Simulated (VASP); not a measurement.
Set up this calculation in VASP 6.6.1, as the native input.

```yaml
Task: single point
Functional: r2SCAN
Potentials_or_basis: VASP PAW PBE potentials, release 64 (C, Si)
Cutoff: 520 eV
k_mesh: 8 × 8 × 6
Occupations: gaussian, width 0.01 eV
Spin: no spin polarisation
Dipole_correction: no
Further_INCAR_settings: ALGO = Normal; EDIFF = 1e-06; NBANDS = 16
```

Crystal: SiC3.

```
C Si
1.0
     2.82409    0.00000    0.00000
     0.00000    2.82409    0.00000
     0.00000    0.00000    4.13054
C Si
3 1
Direct
  0.50000 0.00000 0.78627
  0.50000 0.50000 0.00000
  0.00000 0.50000 0.21373
  0.00000 0.00000 0.50000
```

One way to write it, as run:

POSCAR

```
SiC3
1.0
    2.8240896241      0.0000000000      0.0000000000
    0.0000000000      2.8240896241      0.0000000000
    0.0000000000      0.0000000000      4.1305417159
C Si
3 1
Direct
    0.5000000000      0.0000000000      0.7862689763
    0.5000000000      0.5000000000      0.0000000000
    0.0000000000      0.5000000000      0.2137310237
    0.0000000000      0.0000000000      0.5000000000
```

INCAR.step1

```
SYSTEM = SiC3
PREC = Accurate
ENCUT = 520
ISMEAR = 0
SIGMA = 0.01
LREAL = .FALSE.
LASPH = .TRUE.
NELM = 80
NBANDS = 16
GGA = PE
ALGO = Normal
EDIFF = 1E-4
LWAVE = .TRUE.
LCHARG = .FALSE.
```

INCAR.step2

```
SYSTEM = SiC3
PREC = Accurate
ENCUT = 520
EDIFF = 1E-6
ISMEAR = 0
SIGMA = 0.01
LREAL = .FALSE.
LASPH = .TRUE.
NELM = 80
ALGO = Normal
ISIF = 2
LWAVE = .FALSE.
LCHARG = .TRUE.
METAGGA = R2SCAN
LMIXTAU = .TRUE.
LELF = .TRUE.
LVHAR = .TRUE.
NBANDS = 16
ISTART = 1
```

KPOINTS

```
Automatic mesh
0
G
  8 8 6
  0 0 0
```

Potentials or basis: VASP PAW PBE potentials, release 64 (C, Si).

Command:

```bash
$ cat potpaw_PBE.64/C/POTCAR potpaw_PBE.64/Si/POTCAR > POTCAR
$ cp INCAR.step1 INCAR
$ mpirun -np 1 vasp_std > vasp.out
$ cp INCAR.step2 INCAR
$ mpirun -np 1 vasp_std > vasp.out
```

It gave:

| Property | Result |
| --- | --- |
| Pressure | -8.3 GPa |
| Largest force | 0.192 eV/Å |
| Band gap on the k mesh | 1.79 eV (least direct gap 2.13 eV) |

Caveat: the cell stands under tension; the PAW data sets were made with another functional, which shifts forces and pressure a little.

It took 100 s on 1 thread of Intel Xeon 8259CL, with other jobs on the host, peak memory 0.16 GiB.
